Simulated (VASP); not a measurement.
Wanted: the native input for a VASP 6.6.1 run.

```
Task                   : single point
Functional             : PBE
Potentials or basis    : VASP PAW PBE potentials, release 64 (Hf_pv, H)
Cutoff                 : 520 eV
k mesh                 : 6 × 6 × 1
Occupations            : gaussian, width 0.2 eV
Spin                   : no spin polarisation
Dipole correction      : no
Further INCAR settings : ALGO = Normal; EDIFF = 1e-06; NBANDS = 65
```

The structure of Hf5H2 lies in POSCAR:

```
Hf5H2
1.0
    3.2128460356      0.0000000000      0.0000000000
   -1.6064230178      2.7824062853      0.0000000000
    0.0000000000      0.0000000000     26.5918317710
Hf H
10 4
Direct
    0.3333333333      0.6666666667      0.0469034539
    0.6666666667      0.3333333333      0.1541876948
    0.3333333333      0.6666666667      0.4530965461
    0.6666666667      0.3333333333      0.3458123052
    0.3333333333      0.6666666667      0.2500000000
    0.6666666667      0.3333333333      0.9530965461
    0.3333333333      0.6666666667      0.8458123052
    0.6666666667      0.3333333333      0.5469034539
    0.3333333333      0.6666666667      0.6541876948
    0.6666666667      0.3333333333      0.7500000000
    0.3333333333      0.6666666667      0.1231485907
    0.3333333333      0.6666666667      0.3768514093
    0.6666666667      0.3333333333      0.8768514093
    0.6666666667      0.3333333333      0.6231485907
```

One way to write it, as run:

INCAR

```
SYSTEM = Hf5H2
ALGO = Normal
EDIFF = 1E-6
ENCUT = 520
GGA = PE
ISIF = 2
ISMEAR = 0
LASPH = .TRUE.
LCHARG = .FALSE.
LREAL = .FALSE.
LWAVE = .FALSE.
NBANDS = 65
NELM = 80
PREC = Accurate
SIGMA = 0.2
```

KPOINTS

```
k-points
0
G
  6 6 1
  0 0 0
```

Potentials or basis: VASP PAW PBE potentials, release 64 (Hf_pv, H).

Run with:

```sh
$ cat potpaw_PBE.64/Hf_pv/POTCAR potpaw_PBE.64/H/POTCAR > POTCAR
$ mpirun -np 1 vasp_std > vasp.out
```

It gave:

* Pressure: -0.4 GPa
* Largest force: 0.057 eV/Å
* Band gap on the k mesh: zero (bands 52 and 53 overlap by 1.66 eV)

Caveat: the k points lie up to 0.38 Å⁻¹ apart, too coarse for converged energies and pressures of a metal; spin-orbit coupling is left out, which moves the levels of the heavy elements.

Run time: 3.3 min on 1 thread of Intel(R) Xeon(R) Platinum 8124M CPU @ 3.00GHz (Skylake/Cascade Lake), with other jobs on the host, peak memory 0.36 GiB.
